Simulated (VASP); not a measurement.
# RbMgNbO3 (Cm) in VASP: a series of runs, part 2 of 2

VASP 6.6.1. The steps go on from the part before.

## Step 3: Single point, PBEsol

INCAR reads:

```
PREC     = Accurate       # precision mode
ENCUT    = 520            # plane-wave cutoff, eV
EDIFF    = 1E-7           # SCF threshold, eV
ISMEAR   = 1              # smearing method
SIGMA    = 0.05           # smearing width, eV
LREAL    = False          # projectors in reciprocal space
LASPH    = True           # aspherical terms in the spheres
NELM     = 80             # most SCF steps
ALGO     = Normal         # electronic algorithm
ISIF     = 2              # what is computed and relaxed
LWAVE    = False          # write WAVECAR
LCHARG   = False          # write CHGCAR
GGA      = PS             # functional
NBANDS   = 30             # bands
```

KPOINTS reads:

```
regular mesh
0
Gamma
  6 6 6
```

POSCAR reads:

```
RbMgNbO3
1.0
    4.1075982116     -3.2211924148      0.0000000000
    4.1075982116      3.2211924148      0.0000000000
   -1.5785830165      0.0000000000      4.9759404912
Nb Rb Mg O
1 1 1 3
Direct
    0.0926169700      0.0926169700      0.9048465200
    0.4954889400      0.4954889400      0.4999296000
    0.8301258600      0.8301258600      0.1669181900
    0.4389676600      0.9377299000      0.0602667600
    0.9377299000      0.4389676600      0.0602667600
    0.9384036800      0.9384036800      0.5577721600
```

Potentials or basis: VASP PAW PBE potentials, release 64 (Nb_sv, Rb_sv, Mg, O).

Run with:

```bash
$ cat potpaw_PBE.64/Nb_sv/POTCAR potpaw_PBE.64/Rb_sv/POTCAR potpaw_PBE.64/Mg/POTCAR potpaw_PBE.64/O/POTCAR > POTCAR
$ mpirun -np 1 vasp_std > vasp.out
```

OUTCAR:

```text
PREC = Accurate
   ENCUT = 520
   EDIFF = 1E-7
   ISMEAR = 1
   LREAL = False
   LASPH = True
   NELM = 80
   ISIF = 2
   GGA = PS

 ion  position               nearest neighbor table
   1  0.093  0.093  0.905-   4 1.87   5 1.87   6 1.87   3 2.88   2 3.79   2 3.80   2 3.80
   2  0.495  0.495  0.500-   4 3.28   5 3.28   6 3.28   6 3.28   4 3.29   5 3.29   4 3.54   5 3.54
                             6 3.56   3 3.67   3 3.72   3 3.72   3 3.73   1 3.79   1 3.80   1 3.80
   3  0.830  0.830  0.167-   4 1.96   5 1.96   6 1.96   1 2.88   2 3.67   2 3.72   2 3.72   2 3.73

   4  0.439  0.938  0.060-   1 1.87   3 1.96   2 3.28   2 3.29   2 3.54
   5  0.938  0.439  0.060-   1 1.87   3 1.96   2 3.28   2 3.29   2 3.54
   6  0.938  0.938  0.558-   1 1.87   3 1.96   2 3.28   2 3.28   2 3.56

  LATTYP: Found a base centered monoclinic cell.
 ALAT       =     8.2151964232
 B/A-ratio  =     0.7842033833
 C/A-ratio  =     0.6354487156
 COS(beta)  =    -0.3023910744

  Lattice vectors:

 A1 = (   4.1075982116,  -3.2211924148,   0.0000000000)
 A2 = (   4.1075982116,   3.2211924148,   0.0000000000)
 A3 = (  -1.5785830165,   0.0000000000,   4.9759404912)
[... 179 lines left out ...]
  free energy    TOTEN  =       -41.50641150 eV

  energy without entropy =      -41.50676193  energy(sigma->0) =      -41.50652831

 E-fermi :   1.8542     XC(G=0):  -8.3603

 val. band max:        1.8495703844   @ k =   0.5000   0.5000   0.5000
 cond. band min:       3.6957410444   @ k =   0.5000  -0.0000  -0.0000
 fundamental gap:      1.8461706600
 Fermi energy:         1.8542299981

 k-point     1 :       0.0000    0.0000    0.0000
  band No.  band energies     occupation
      1     -53.4555      2.00000
      2     -29.9441      2.00000
      3     -29.9429      2.00000
      4     -29.3284      2.00000
      5     -25.2987      2.00000
      6     -16.4114      2.00000
[... 781 lines left out ...]
     29       7.3475      0.00000
     30       8.1789      0.00000

 [... further k-points ...]
[... 5 lines left out ...]
  --------------------------------------------------------------------------------------
  -------------------------------------------------------------------------------------
  Total       -0.2242262     -3.8439314     -2.9401517      0.0000000      0.0000000     -1.8368751
  in kB       -2.7282691    -46.7709739    -35.7742485      0.0000000      0.0000000    -22.3501487
  external PRESSURE =     -28.4244972 kB  Pullay stress =       0.0000000 kB

 VOLUME and BASIS-vectors are now :
 -----------------------------------------------------------------------------
  energy-cutoff  :      520.00
  volume of cell :      131.68
      direct lattice vectors                 reciprocal lattice vectors
     4.107598212 -3.221192415  0.000000000     0.121725635 -0.155222022  0.038616623
     4.107598212  3.221192415  0.000000000     0.121725635  0.155222022  0.038616623
    -1.578583017  0.000000000  4.975940491     0.000000000  0.000000000  0.200967034

 POSITION                                       TOTAL-FORCE (eV/Angst)
 -----------------------------------------------------------------------------------
     -0.66751      0.00000      4.50246         0.170595     -0.000000     -0.097364
      3.28136      0.00000      2.48762         0.030816     -0.000000     -0.012041
      6.55615      0.00000      0.83057        -0.108726     -0.000000      0.056951
      5.55978      1.60661      0.29988        -0.227905      0.754219     -0.375328
      5.55978     -1.60661      0.29988        -0.227905     -0.754219     -0.375328
      6.82868      0.00000      2.77544         0.363125     -0.000000      0.803109
 -----------------------------------------------------------------------------------
    total drift:                                0.001056      0.000000     -0.000875

  FREE ENERGIE OF THE ION-ELECTRON SYSTEM (eV)
  ---------------------------------------------------
  free  energy   TOTEN  =       -41.5064114961 eV

  energy  without entropy=      -41.5067619303  energy(sigma->0) =      -41.50652831
```

It took 9 min on 1 thread of AMD EPYC 7R43 (Zen 3), shared host; peak memory 0.38 GiB.

What came out:

| Quantity | Value |
| --- | --- |
| Free energy | -41.5064 eV |
| Pressure | -2.8 GPa |
| Largest force | 0.881 eV/Å |
| Band gap on the k mesh | 1.85 eV, indirect (least direct gap 1.88 eV) |

Forces in eV/Å, atoms in the order of the input:
```
Nb   0.171  0.000 -0.097
Rb   0.031  0.000 -0.012
Mg  -0.109  0.000  0.057
O   -0.228  0.754 -0.375
O   -0.228 -0.754 -0.375
O    0.363  0.000  0.803
```

Stress tensor (GPa, compression positive):
```
-0.27  0.00 -2.24
 0.00 -4.68  0.00
-2.24  0.00 -3.58
```

Levels at points of the mesh, in eV from the valence-band top:
| k point | band 18 | band 19 | band 20 | band 21 | band 22 | band 23 | band 24 | band 25 |
| --- | --- | --- | --- | --- | --- | --- | --- | --- |
| (0.00, 0.00, 0.00) | -3.50 | -3.26 | -2.77 | -0.79 | 2.15 | 2.16 | 2.80 | 3.84 |
| (0.50, 0.00, 0.00) | -3.24 | -3.22 | -2.99 | -0.30 | 1.85 | 2.36 | 2.69 | 3.93 |
| (0.50, 0.50, 0.00) | -3.41 | -3.14 | -2.99 | -0.12 | 1.92 | 2.00 | 3.29 | 3.82 |
| (0.00, 0.00, 0.50) | -3.24 | -3.23 | -2.98 | -0.30 | 1.85 | 2.35 | 2.70 | 3.93 |
| (0.50, 0.00, 0.50) | -3.41 | -3.14 | -2.99 | -0.13 | 1.93 | 1.99 | 3.31 | 3.82 |
| (0.50, 0.50, 0.50) | -3.40 | -3.40 | -2.71 | 0.00 | 1.88 | 1.88 | 3.29 | 3.57 |

Caveat: the PAW data sets were made with another functional, which shifts forces and pressure a little.
